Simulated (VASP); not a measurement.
# Ti in VASP: notebook

Ti is run at these levels: r2SCAN; tasks: single point.

All numbers are computed with VASP 6.6.1; they aren't measurements. Logs are shortened: lines on timing, memory, paths and dates and some standing lists are left out, and cuts for length are marked.

**1. The cell of the first run**

The structure is cubic, space group Fm-3m (No. 225). The conventional cell has a = 3.999 Å, b = 3.999 Å, c = 3.999 Å, α = 90.00°, β = 90.00°, γ = 90.00°. Ti (site symmetry m-3m) has 12 Ti at 2.83 Å within 3.7 Å.

**2. Single point, r2SCAN (strain -0.015 along x and y, -0.015 along z)**

Input file POSCAR:

```
Ti
1.0
    0.0000000000      1.9995500000      1.9995500000
    1.9995500000      0.0000000000      1.9995500000
    1.9995500000      1.9995500000      0.0000000000
Ti
1
Direct
    0.0000000000      0.0000000000      0.0000000000
```

Input file INCAR.step1:

```
ALGO = Normal
EDIFF = 1E-4
ENCUT = 520
GGA = PE
ISMEAR = 0
LASPH = True
LCHARG = False
LREAL = False
LWAVE = True
NBANDS = 12
NELM = 60
PREC = Accurate
SIGMA = 0.15
```

Input file INCAR.step2:

```
ALGO = Normal
EDIFF = 1E-7
ENCUT = 520
ISIF = 2
ISMEAR = 0
ISTART = 1
LASPH = True
LCHARG = False
LMIXTAU = True
LREAL = False
LWAVE = False
METAGGA = R2SCAN
NBANDS = 12
NELM = 60
PREC = Accurate
SIGMA = 0.15
```

Input file KPOINTS:

```
k-points
0
Gamma
  20 20 20
```

Potentials or basis: VASP PAW PBE potentials, release 64 (Ti_sv).

Launch:

```
> cat potpaw_PBE.64/Ti_sv/POTCAR > POTCAR
> cp INCAR.step1 INCAR
> mpirun -np 1 vasp_std > vasp.out
> cp INCAR.step2 INCAR
> mpirun -np 1 vasp_std > vasp.out
```

OUTCAR:

```text
EDIFF = 1E-7
   ENCUT = 520
   ISIF = 2
   ISMEAR = 0
   ISTART = 1
   LASPH = True
   LREAL = False
   METAGGA = R2SCAN
   NELM = 60
   PREC = Accurate

 ion  position               nearest neighbor table
   1  0.000  0.000  0.000-

  LATTYP: Found a face centered cubic cell.
 ALAT       =     3.9991000000

  Lattice vectors:

 A1 = (   0.0000000000,   1.9995500000,   1.9995500000)
 A2 = (   1.9995500000,   0.0000000000,   1.9995500000)
 A3 = (   1.9995500000,   1.9995500000,   0.0000000000)

Analysis of symmetry for initial positions (statically):
=====================================================================
 Subroutine PRICEL returns:
 Original cell was already a primitive cell.

 Routine SETGRP: Setting up the symmetry group for a
 face centered cubic supercell.

 Subroutine GETGRP returns: Found 48 space group operations
 (whereof 48 operations were pure point group operations)
 out of a pool of 48 trial point group operations.

The static configuration has the point symmetry O_h .

Analysis of symmetry for dynamics (positions and initial velocities):
=====================================================================
 Subroutine PRICEL returns:
 Original cell was already a primitive cell.

 Routine SETGRP: Setting up the symmetry group for a
 face centered cubic supercell.

 Subroutine GETGRP returns: Found 48 space group operations
 (whereof 48 operations were pure point group operations)
 out of a pool of 48 trial point group operations.

The dynamic configuration has the point symmetry O_h .

 Subroutine INISYM returns: Found 48 space group operations
 (whereof 48 operations are pure point group operations),
 and found     1 'primitive' translations

----------------------------------------------------------------------------------------

                                     Primitive cell

  volume of cell :      15.9892

  direct lattice vectors                    reciprocal lattice vectors
     0.000000000  1.999550000  1.999550000    -0.250056263  0.250056263  0.250056263
     1.999550000  0.000000000  1.999550000     0.250056263 -0.250056263  0.250056263
     1.999550000  1.999550000  0.000000000     0.250056263  0.250056263 -0.250056263

  length of vectors
     2.827790729  2.827790729  2.827790729     0.433110152  0.433110152  0.433110152

  position of ions in fractional coordinates (direct lattice)
     0.000000000  0.000000000  0.000000000

  ion indices of the primitive-cell ions
   primitive index   ion index
                 1           1

----------------------------------------------------------------------------------------

 KPOINTS: k-points

Automatic generation of k-mesh.
 Grid dimensions read from file:
 generate k-points for:   20   20   20

 Generating k-lattice:

  Cartesian coordinates                     Fractional coordinates (reciprocal lattice)
    -0.012502813  0.012502813  0.012502813     0.050000000  0.000000000  0.000000000
     0.012502813 -0.012502813  0.012502813     0.000000000  0.050000000  0.000000000
     0.012502813  0.012502813 -0.012502813     0.000000000  0.000000000  0.050000000

  Length of vectors
     0.021655508  0.021655508  0.021655508

  Shift w.r.t. Gamma in fractional coordinates (k-lattice)
     0.000000000  0.000000000  0.000000000

 Subroutine IBZKPT returns following result:
 ===========================================

 Found    256 irreducible k-points:

 Following reciprocal coordinates:
            Coordinates               Weight
  0.000000  0.000000  0.000000      1.000000
  0.050000  0.000000  0.000000      8.000000
  0.100000  0.000000  0.000000      8.000000
  0.150000  0.000000  0.000000      8.000000
  0.200000  0.000000  0.000000      8.000000
  0.250000  0.000000  0.000000      8.000000
[... 16 lines left out ...]
 -0.400000  0.050000  0.000000     24.000000
 -0.350000  0.050000  0.000000     24.000000
 [... further k-points ...]
   k-points           NKPTS =    256   k-points in BZ     NKDIM =    256   number of bands    NBANDS=     12
   number of dos      NEDOS =    301   number of ions     NIONS =      1
   total plane-waves  NPLWV =  13824
   dimension x,y,z NGX =    24 NGY =   24 NGZ =   24
   dimension x,y,z NGXF=    48 NGYF=   48 NGZF=   48
   ions per type =               1
   NGX,Y,Z   is equivalent  to a cutoff of  14.11, 14.11, 14.11 a.u.
   NGXF,Y,Z  is equivalent  to a cutoff of  28.22, 28.22, 28.22 a.u.
 SYSTEM =  unknown system
   PREC   = accura    normal or accurate (medium, high low for compatibility)
   ISTART =      1    job   : 0-new  1-cont  2-samecut
   ICHARG =      0    charge: 1-file 2-atom 10-const
   ISPIN  =      1    spin polarized calculation?
   LNONCOLLINEAR =      F non collinear calculations
   LSORBIT =      F    spin-orbit coupling
   LASPH  =      T    aspherical Exc in radial PAW
   ENCUT  =  520.0 eV  38.22 Ry    6.18 a.u.   5.26  5.26  5.26*2*pi/ulx,y,z
   NELM   =     60;   NELMIN=  2; NELMDL=  0     # of ELM steps
   EDIFF  = 0.1E-06   stopping-criterion for ELM
   LREAL  =      F    real-space projection
   EDIFFG = 0.1E-05   stopping-criterion for IOM
   NSW    =      0    number of steps for IOM
   IBRION =     -1    ionic relax: 0-MD 1-quasi-New 2-CG
   NFREE  =      0    steps in history (QN), initial steepest desc. (CG)
   ISIF   =      2    stress and relaxation
   ISYM   =      2    0-nonsym 1-usesym 2-fastsym
   POTIM  = 0.5000    time-step for ionic-motion
   TEBEG  =    0.0;   TEEND  =   0.0 temperature during run
   PSTRESS=    0.0 pullay stress
   NELECT =      12.0000    total number of electrons
   NUPDOWN=      -1.0000    fix difference up-down
   EMIN   =  10.00;   EMAX   =-10.00  energy-range for DOS
   EFERMI =   0.00;   METHOD = LEGACY
   ISMEAR =     0;   SIGMA  =   0.15  broadening in eV -4-tet -1-fermi 0-gaus
   EFERMI_NEDOS =   21; number of points for ismear=-14 and -15
   IALGO  =     38    algorithm
   IMIX   =      4    mixing-type and parameters
     AMIX     =   0.40;   BMIX     =  1.00
     AMIX_MAG =   1.60;   BMIX_MAG =  1.00
  volume/ion in A,a.u.               =      15.99       107.90
  Fermi-wavevector in a.u.,A,eV,Ry     =   1.487738  2.811416 30.114630  2.213363
  Thomas-Fermi vector in A             =   2.600860
   LORBIT       =      0    0 simple, 1 ext, 2 COOP (PROOUT), +10 PAW based schemes
   METAGGA = R2SCAN    functional components
   LHFCALC =     F    Hartree Fock is set to
   AEXX    =    0.0000 exact exchange contribution
   IVDW    =     0    specifies the selected vdW correction
   LEPSILON=     F    determine dielectric tensor
   LRPA    =     F    only Hartree local field effects (RPA)
 non-spin polarized calculation
 Gauss-broadening in eV      SIGMA  =   0.15
  energy-cutoff  :      520.00
  volume of cell :       15.99
 maximum number of plane-waves:       444
 NGX is ok and might be reduce to    24
   NGX = 11   NGY = 11   NGZ = 11

 number of electron      11.9999999 magnetization

 Free energy of the ion-electron system (eV)
  ---------------------------------------------------
  ext. energy  EPLUGINS =         0.00000000
  ---------------------------------------------------
  free energy    TOTEN  =       -12.84101709 eV

  energy without entropy =      -12.82483028  energy(sigma->0) =      -12.83292368

 E-fermi :   9.1563     XC(G=0): -12.8418

 val. band max:        9.1534592764   @ k =  -0.2000   0.1000   0.0000
 cond. band min:       9.1573168865   @ k =  -0.4000   0.3000   0.1500
 fundamental gap:      0.0038576100
 Fermi energy:         9.1563258083

 k-point     1 :       0.0000    0.0000    0.0000
  band No.  band energies     occupation
      1     -49.7378      2.00000
      2     -24.4330      2.00000
      3     -24.4329      2.00000
      4     -24.4329      2.00000
      5       2.5091      2.00000
      6      10.2105      0.00000
      7      10.2105      0.00000
      8      10.2105      0.00000
      9      12.2118      0.00000
     10      12.2118      0.00000
     11      25.3806      0.00000
     12      30.7064      0.00000

 k-point     2 :       0.0500    0.0000    0.0000
  band No.  band energies     occupation
      1     -49.7335      2.00000
      2     -24.4563      2.00000
      3     -24.4358      2.00000
      4     -24.4357      2.00000
      5       2.6002      2.00000
      6      10.1477      0.00000
      7      10.2447      0.00000
      8      10.2447      0.00000
      9      12.1875      0.00000
     10      12.1875      0.00000
     11      25.4738      0.00000
     12      29.9443      0.00000

 k-point     3 :       0.1000    0.0000    0.0000
  band No.  band energies     occupation
      1     -49.7210      2.00000
      2     -24.5235      2.00000
      3     -24.4439      2.00000
      4     -24.4438      2.00000
      5       2.8681      2.00000
      6       9.9738      0.00000
      7      10.3371      0.00000
      8      10.3371      0.00000
      9      12.1282      0.00000
     10      12.1282      0.00000
     11      25.6947      0.00000
     12      28.5008      0.00000

 k-point     4 :       0.1500    0.0000    0.0000
  band No.  band energies     occupation
      1     -49.7013      2.00000
      2     -24.6274      2.00000
      3     -24.4565      2.00000
      4     -24.4564      2.00000
      5       3.2957      2.00000
      6       9.7272      0.00000
      7      10.4533      0.00000
      8      10.4533      0.00000
      9      12.0760      0.00000
     10      12.0760      0.00000
     11      25.7732      0.00000
     12      27.1362      0.00000

 k-point     5 :       0.2000    0.0000    0.0000
  band No.  band energies     occupation
      1     -49.6765      2.00000
      2     -24.7568      2.00000
      3     -24.4723      2.00000
      4     -24.4722      2.00000
      5       3.8522      2.00000
      6       9.4608      0.00410
      7      10.5335      0.00000
      8      10.5335      0.00000
      9      12.0981      0.00000
     10      12.0981      0.00000
     11      24.9254      0.00000
     12      26.5859      0.00000
[... 228 lines left out ...]
      1     -49.5567      2.00000
      2     -25.3339      2.00000
      3     -24.5598      2.00000
      4     -24.5507      2.00000
      5       6.3145      2.00000
      6       9.6233      0.00001
      7      10.1342      0.00000
      8      10.1729      0.00000
      9      13.3796      0.00000
     10      13.4999      0.00000
     11      18.6949      0.00000
     12      24.7286      0.00000

 k-point    22 :      -0.4500    0.0500    0.0000
  band No.  band energies     occupation
      1     -49.5582      2.00000
      2     -25.3268      2.00000
      3     -24.5629      2.00000
      4     -24.5458      2.00000
      5       6.2988      2.00000
      6       9.6036      0.00002
      7      10.1283      0.00000
      8      10.1744      0.00000
      9      13.2820      0.00000
     10      13.5422      0.00000
     11      18.7963      0.00000
     12      24.7559      0.00000

 k-point    23 :      -0.4000    0.0500    0.0000
  band No.  band energies     occupation
      1     -49.5683      2.00000
      2     -25.2786      2.00000
      3     -24.5601      2.00000
      4     -24.5358      2.00000
      5       6.1708      2.00000
      6       9.4134      0.01535
      7      10.1383      0.00000
      8      10.2276      0.00000
      9      13.0559      0.00000
     10      13.4245      0.00000
     11      19.4465      0.00000
     12      24.9623      0.00000

 k-point    24 :      -0.3500    0.0500    0.0000
  band No.  band energies     occupation
      1     -49.5861      2.00000
      2     -25.1935      2.00000
      3     -24.5517      2.00000
      4     -24.5217      2.00000
      5       5.8772      2.00000
      6       9.1755      0.85654
      7      10.2205      0.00000
      8      10.3253      0.00000
      9      12.7407      0.00000
     10      13.1893      0.00000
     11      20.4829      0.00000
     12      25.3200      0.00000

 [... further k-points ...]

------------------------ aborting loop because EDIFF is reached ----------------------------------------

  FORCE on cell =-STRESS in cart. coord.  units (eV):
  Direction    XX          YY          ZZ          XY          YZ          ZX
  --------------------------------------------------------------------------------------
  -------------------------------------------------------------------------------------
  Total        1.0991764      1.0991764      1.0991764      0.0000000      0.0000000      0.0000000
  in kB      110.1415472    110.1415472    110.1415472      0.0000000      0.0000000      0.0000000
  external PRESSURE =     110.1415472 kB  Pullay stress =       0.0000000 kB

 VOLUME and BASIS-vectors are now :
 -----------------------------------------------------------------------------
  energy-cutoff  :      520.00
  volume of cell :       15.99
      direct lattice vectors                 reciprocal lattice vectors
     0.000000000  1.999550000  1.999550000    -0.250056263  0.250056263  0.250056263
     1.999550000  0.000000000  1.999550000     0.250056263 -0.250056263  0.250056263
     1.999550000  1.999550000  0.000000000     0.250056263  0.250056263 -0.250056263

 POSITION                                       TOTAL-FORCE (eV/Angst)
 -----------------------------------------------------------------------------------
      0.00000      0.00000      0.00000         0.000000      0.000000      0.000000
 -----------------------------------------------------------------------------------
    total drift:                               -0.000000      0.000000     -0.000000

  FREE ENERGIE OF THE ION-ELECTRON SYSTEM (eV)
  ---------------------------------------------------
  free  energy   TOTEN  =       -12.8410170894 eV

  energy  without entropy=      -12.8248302759  energy(sigma->0) =      -12.83292368
```

It took 79 s on 1 thread of Intel Xeon 6975P-C (Granite Rapids), shared host; peak memory 0.18 GiB.

What came out:

* Free energy: -12.8410 eV
* Pressure: 11.0 GPa
* Band gap on the k mesh: zero (band 6 reaches 10.21 eV, above the bottom of band 7 at 8.70 eV)

Caveat: the cell differs from its parent crystal (strain -0.015 along x and y, -0.015 along z); the PAW data sets were made with another functional, which shifts forces and pressure a little.

(Continued in part 2 of 2.)
